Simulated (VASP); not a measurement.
# LiF (R-3m) in VASP: a series of runs, part 2 of 2

VASP 6.6.1. The steps go on from the part before.

### Step 4. Single point, PBE

This run uses another cell than the first one, of the same volume but with other edges.

Contents of INCAR:

```
SYSTEM = LiF
  ALGO = Normal
  EDIFF = 1E-6
  ENCUT = 520
  GGA = PE
  ISIF = 2
  ISMEAR = 0
  LASPH = .TRUE.
  LCHARG = .FALSE.
  LREAL = .FALSE.
  LWAVE = .FALSE.
  NBANDS = 12
  NELM = 100
  PREC = Accurate
  SIGMA = 0.05
```

Contents of KPOINTS:

```
k-points
0
G
  12 12 12
  0 0 0
```

Contents of POSCAR:

```
LiF
1.0
   -0.6367629436      1.7510980948      1.7510980948
    1.7510980948     -0.6367629436      1.7510980948
    1.7510980948      1.7510980948     -0.6367629436
Li F
1 1
Direct
    0.0000000000      0.0000000000      0.0000000000
    0.5000000000      0.5000000000      0.5000000000
```

Potentials or basis: VASP PAW PBE potentials, release 64 (Li_sv, F).

On the command line:

```sh
> cat potpaw_PBE.64/Li_sv/POTCAR potpaw_PBE.64/F/POTCAR > POTCAR
> mpirun -np 1 vasp_std > vasp.out
```

OUTCAR:

```text
SYSTEM = LiF
   EDIFF = 1E-6
   ENCUT = 520
   GGA = PE
   ISIF = 2
   ISMEAR = 0
   LASPH = .TRUE.
   LREAL = .FALSE.
   NELM = 100
   PREC = Accurate

 ion  position               nearest neighbor table
   1  0.000  0.000  0.000-   2 2.12   2 2.12   2 2.12   2 2.12   2 2.12   2 2.12
   2  0.500  0.500  0.500-   1 2.12   1 2.12   1 2.12   1 2.12   1 2.12   1 2.12

  LATTYP: Found a trigonal (rhomboedric) cell.
 ALAT       =     2.5569818383
 COS(alpha) =     0.1279069767

  Lattice vectors:

 A1 = (  -0.6367629436,   1.7510980948,   1.7510980948)
 A2 = (   1.7510980948,  -0.6367629436,   1.7510980948)
 A3 = (   1.7510980948,   1.7510980948,  -0.6367629436)

Analysis of symmetry for initial positions (statically):
=====================================================================
 Subroutine PRICEL returns:
 Original cell was already a primitive cell.

 Routine SETGRP: Setting up the symmetry group for a
 trigonal (rhombohedral) supercell.

 Subroutine GETGRP returns: Found 12 space group operations
 (whereof 12 operations were pure point group operations)
 out of a pool of 12 trial point group operations.

The static configuration has the point symmetry D_3d.

Analysis of symmetry for dynamics (positions and initial velocities):
=====================================================================
 Subroutine PRICEL returns:
 Original cell was already a primitive cell.

 Routine SETGRP: Setting up the symmetry group for a
 trigonal (rhombohedral) supercell.

 Subroutine GETGRP returns: Found 12 space group operations
 (whereof 12 operations were pure point group operations)
 out of a pool of 12 trial point group operations.

The dynamic configuration has the point symmetry D_3d.

 Subroutine INISYM returns: Found 12 space group operations
 (whereof 12 operations are pure point group operations),
 and found     1 'primitive' translations

[... 120 lines left out ...]
   LHFCALC =     F    Hartree Fock is set to
   AEXX    =    0.0000 exact exchange contribution
   IVDW    =     0    specifies the selected vdW correction
   LEPSILON=     F    determine dielectric tensor
   LRPA    =     F    only Hartree local field effects (RPA)
 non-spin polarized calculation
 Gauss-broadening in eV      SIGMA  =   0.05
  energy-cutoff  :      520.00
  volume of cell :       16.34
 maximum number of plane-waves:       456
   NGX =  9   NGY =  9   NGZ =  9

 number of electron      10.0000028 magnetization

 Free energy of the ion-electron system (eV)
  ---------------------------------------------------
  ext. energy  EPLUGINS =         0.00000000
  ---------------------------------------------------
  free energy    TOTEN  =        -9.12358101 eV

  energy without entropy =       -9.12358101  energy(sigma->0) =       -9.12358101

 E-fermi :   0.2653     XC(G=0): -10.0386

 val. band max:        0.0130119525   @ k =   0.5000   0.5000  -0.0000
 cond. band min:       7.9803919454   @ k =   0.0000   0.0000   0.0000
 fundamental gap:      7.9673799928
 Fermi energy:         0.2653103799

 k-point     1 :       0.0000    0.0000    0.0000
  band No.  band energies     occupation
      1     -42.4627      2.00000
      2     -20.6929      2.00000
      3      -0.7342      2.00000
      4      -0.7342      2.00000
      5      -0.0970      2.00000
      6       7.9804      0.00000
      7      19.5682      0.00000
      8      19.5682      0.00000
      9      21.0897      0.00000
     10      21.8823      0.00000
     11      21.8823      0.00000
     12      35.4252      0.00000
[... 331 lines left out ...]
 k-point    24 :      -0.4167    0.1667   -0.0000
  band No.  band energies     occupation
      1     -42.4041      2.00000
      2     -20.1419      2.00000
      3      -3.2911      2.00000
      4      -1.1439      2.00000
      5      -0.1006      2.00000
      6      10.5981      0.00000
      7      14.3530      0.00000
      8      17.8811      0.00000
      9      21.1584      0.00000
     10      25.4585      0.00000
     11      28.8989      0.00000
     12      31.5443      0.00000

 [... further k-points ...]

------------------------ aborting loop because EDIFF is reached ----------------------------------------

  FORCE on cell =-STRESS in cart. coord.  units (eV):
  Direction    XX          YY          ZZ          XY          YZ          ZX
  --------------------------------------------------------------------------------------
  -------------------------------------------------------------------------------------
  Total        0.2008012      0.2008012      0.2008012      0.4291004      0.4291004      0.4291004
  in kB       19.6910302     19.6910302     19.6910302     42.0785865     42.0785865     42.0785865
  external PRESSURE =      19.6910302 kB  Pullay stress =       0.0000000 kB

 VOLUME and BASIS-vectors are now :
 -----------------------------------------------------------------------------
  energy-cutoff  :      520.00
  volume of cell :       16.34
      direct lattice vectors                 reciprocal lattice vectors
    -0.636762944  1.751098095  1.751098095    -0.162860771  0.255924068  0.255924068
     1.751098095 -0.636762944  1.751098095     0.255924068 -0.162860771  0.255924068
     1.751098095  1.751098095 -0.636762944     0.255924068  0.255924068 -0.162860771

 POSITION                                       TOTAL-FORCE (eV/Angst)
 -----------------------------------------------------------------------------------
      0.00000      0.00000      0.00000        -0.000000      0.000000     -0.000000
      1.43272      1.43272      1.43272         0.000000     -0.000000      0.000000
 -----------------------------------------------------------------------------------
    total drift:                                0.000000     -0.000000      0.000000

  FREE ENERGIE OF THE ION-ELECTRON SYSTEM (eV)
  ---------------------------------------------------
  free  energy   TOTEN  =        -9.1235810111 eV

  energy  without entropy=       -9.1235810111  energy(sigma->0) =       -9.12358101
```

OSZICAR:

```text
N       E                     dE             d eps       ncg     rms          rms(c)
DAV:   1     0.321043932484E+02    0.32104E+02   -0.53353E+03  4728   0.845E+02
DAV:   2    -0.859771936274E+01   -0.40702E+02   -0.39662E+02  5616   0.187E+02
DAV:   3    -0.965654216863E+01   -0.10588E+01   -0.10571E+01  5664   0.266E+01
DAV:   4    -0.966686756303E+01   -0.10325E-01   -0.10325E-01  5020   0.277E+00
DAV:   5    -0.966700297359E+01   -0.13541E-03   -0.13541E-03  5620   0.247E-01    0.451E+00
DAV:   6    -0.913020920948E+01    0.53679E+00   -0.24920E+00  4916   0.964E+00    0.139E+00
DAV:   7    -0.912451688015E+01    0.56923E-02   -0.18837E-02  5864   0.121E+00    0.852E-01
DAV:   8    -0.912347825990E+01    0.10386E-02   -0.14736E-02  5960   0.129E+00    0.115E-01
DAV:   9    -0.912349247510E+01   -0.14215E-04   -0.64863E-04  5204   0.234E-01    0.495E-02
DAV:  10    -0.912358082785E+01   -0.88353E-04   -0.12047E-04  5032   0.899E-02    0.726E-03
DAV:  11    -0.912358101113E+01   -0.18328E-06   -0.18624E-06  5736   0.129E-02
   1 F= -.91235810E+01 E0= -.91235810E+01  d E =-.837985E-15
```

stdout:

```text
POSCAR found type information on POSCAR LiF
 POSCAR found :  2 types and       2 ions
 scaLAPACK will be used
 LDA part: xc-table for (Slater+PW92), standard interpolation
 POSCAR, INCAR and KPOINTS ok, starting setup
 FFT: planning ... GRIDC
 FFT: planning ... GRID_SOFT
 FFT: planning ... GRID
 WAVECAR not read
 entering main loop
```

Wall time 15 s (1 thread of AMD EPYC 9R45 (Zen 5), shared host); peak memory 0.11 GiB.

What came out:

* Free energy: -9.1236 eV
* Band gap on the k mesh: 7.97 eV, indirect (least direct gap 8.08 eV)

Caveat: the cutoff is under 1.25 times the usual one of these potentials, so pressure, stress and relaxed cells hold a basis-set (Pulay) error. A k mesh can miss the band edges.

### Step 5. Single point, PBE

This run uses another cell than the first one, of the same volume but with other edges.

Contents of INCAR:

```
PREC = Accurate
ENCUT = 520
EDIFF = 1E-6
ISMEAR = 0
SIGMA = 0.05
LREAL = False
LASPH = True
NELM = 100
ALGO = Normal
ISIF = 2
LWAVE = False
LCHARG = True
GGA = PE
LELF = True
LVHAR = True
NBANDS = 12
```

Contents of KPOINTS:

```
Automatic mesh
0
Gamma
  12 12 12
```

Contents of POSCAR:

```
LiF
1.0
   -0.2126113725      1.9135023522      1.9135023522
    1.9135023522     -0.2126113725      1.9135023522
    1.9135023522      1.9135023522     -0.2126113725
Li F
1 1
Direct
    0.0000000000      0.0000000000      0.0000000000
    0.5000000000      0.5000000000      0.5000000000
```

On the command line:

```sh
> cat potpaw_PBE.64/Li_sv/POTCAR potpaw_PBE.64/F/POTCAR > POTCAR
> mpirun -np 1 vasp_std > vasp.out
```

Run time: 17 s. Hardware: 1 thread of AMD EPYC 9R45 (Zen 5), shared host; peak memory 0.11 GiB.

Results (log left out):

```
Free energy            : -9.5439 eV
Band gap on the k mesh : 8.52 eV, direct
```

Levels at points of the mesh, in eV from the valence-band top:
```csv
k point,band 3,band 4,band 5,band 6,band 7,band 8
"(0.00, 0.00, 0.00)",-0.67,-0.67,0.00,8.52,22.17,22.17
"(0.50, 0.00, 0.00)",-3.07,-0.68,-0.30,10.29,15.67,18.34
"(0.50, 0.50, 0.00)",-3.45,-1.92,-0.92,14.05,15.55,17.50
"(0.50, 0.50, 0.50)",-2.83,-1.11,-1.11,9.79,16.41,16.41
```

Caveat: the cutoff is under 1.25 times the usual one of these potentials, so pressure, stress and relaxed cells hold a basis-set (Pulay) error.

### Step 6. Overview

```tsv
cell	gap on the mesh (eV)
a = 3.916 Å, angles 33.6°, 2 atoms	1.03
a = 3.271 Å, angles 45.7°, 2 atoms	6.96
a = 2.557 Å, angles 82.7°, 2 atoms	7.97
a = 2.714 Å, angles 67.3°, 2 atoms	8.52
```

Alike in all rows: task single point; level PBE; potentials or basis VASP PAW PBE potentials, release 64 (Li_sv, F); no spin polarisation; k mesh 12 × 12 × 12; cutoff (eV) 520; smearing gaussian 0.05 eV.

Caveats: the cutoff is under 1.25 times the usual one of these potentials, so pressure, stress and relaxed cells hold a basis-set (Pulay) error.

Total energies depend on the potentials used, so only differences within one code and one set of settings carry meaning.
